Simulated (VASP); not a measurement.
Set up this calculation in VASP 6.6.1, as the native input.

```
Task                   : single point
Functional             : PBEsol
Potentials or basis    : VASP PAW PBE potentials, release 64 (Ru_pv, S)
Cutoff                 : 520 eV
k mesh                 : 10 × 10 × 6
Occupations            : gaussian, width 0.05 eV
Spin                   : collinear spin, ferromagnetic start
Starting moments       : [0.29, 0.0, 0.0] μB
Dipole correction      : no
Further INCAR settings : ALGO = Normal; EDIFF = 1e-06; NBANDS = 24
```

The structure of RuS2 lies in POSCAR:

```
RuS2
1.0
    3.3877679403      0.0000000000      0.0000000000
   -1.6938839701      2.9338930984      0.0000000000
    0.0000000000      0.0000000000      4.9352411200
Ru S
1 2
Direct
    0.0000000000      0.0000000000      0.0000000000
    0.3333333333      0.6666666667      0.2653652438
    0.6666666667      0.3333333333      0.7346347562
```

One way to write it, as run:

INCAR

```
SYSTEM = RuS2
PREC = Accurate ; ENCUT = 520
EDIFF = 1E-6 ; ISMEAR = 0
SIGMA = 0.05 ; LREAL = .False.
LASPH = .True. ; NELM = 150
ALGO = Normal ; ISIF = 2
LWAVE = .False. ; LCHARG = .True.
ISPIN = 2 ; MAGMOM = 0.29 0 0
LORBIT = 11 ; LMAXMIX = 4
GGA = PS ; LELF = .True.
LVHAR = .True. ; NBANDS = 24
```

KPOINTS

```
Automatic mesh
0
Gamma
  10 10 6
  0 0 0
```

Potentials or basis: VASP PAW PBE potentials, release 64 (Ru_pv, S).

The run is started by

```sh
$ cat potpaw_PBE.64/Ru_pv/POTCAR potpaw_PBE.64/S/POTCAR > POTCAR
$ mpirun -np 1 vasp_std > vasp.out
```

Results of the run:

```
Pressure                                              : -1.3 GPa
Largest force                                         : 0.014 eV/Å
Net moment                                            : 0.40 μB per cell
Site moments                                          : Ru +0.30; S +0.03 μB
Valence electrons inside the program's atomic spheres : Ru 12.68; S 3.62
```

Caveat: a moment this small can come from the mesh or the smearing; the PAW data sets were made with another functional, which shifts forces and pressure a little.

Run time: 3.7 min on 1 thread of Intel Xeon 8259CL (shared host), peak memory 0.28 GiB.
